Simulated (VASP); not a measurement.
Co:

```
Co
1.0
     2.50740    0.00000    0.00000
    -1.25370    2.17147    0.00000
     0.00000    0.00000    4.06990
Co
2
Cartesian
  0.0000 1.4476 1.0175
  1.2537 0.7238 3.0524
```

```yaml
Program: VASP 6.6.1
Task: relaxation of cell and atoms
Functional: PBEsol
Potentials_or_basis: VASP PAW PBE potentials, release 64 (Co)
Cutoff: 600 eV
k_mesh: 15 × 15 × 8
Occupations: fermi-dirac, width 0.05 eV
Spin: collinear spin, ferromagnetic start
Starting_moments: "[1.5, 1.5] μB"
```

At the start: pressure -14.2 GPa; volume 11.08 Å³/atom.

Task: How do energy, volume and symmetry change on relaxing?

Result: Over 5 steps the energy falls by 35.0 meV/atom and the volume is 10.34 Å³/atom (-6.7 %); space group P6_3/mmc (No. 194, to 0.1 Å) before and after; moment 3.16 μB per cell.

Step by step:
| step | energy change (eV) | largest force (eV/Å) | pressure (GPa) | volume (Å³) |
| --- | --- | --- | --- | --- |
| 1 | 0.0000 | 0.0000 | -14.17 | 22.16 |
| 2 | 0.0273 | 0.0000 | 22.10 | 19.16 |
| 3 | -0.0696 | 0.0000 | -0.21 | 20.70 |
| 4 | -0.0696 | 0.0000 | 0.12 | 20.67 |
| 5 | -0.0699 | 0.0000 | 0.11 | 20.67 |

Final structure:
```
Co
1.0
     2.45480    0.00000    0.00000
    -1.22740    2.12592    0.00000
     0.00000    0.00000    3.96137
Co
2
Cartesian
  0.0000 1.4173 0.9903
  1.2274 0.7086 2.9710
```

Caveat: the PAW data sets were made with another functional, which shifts forces and pressure a little.
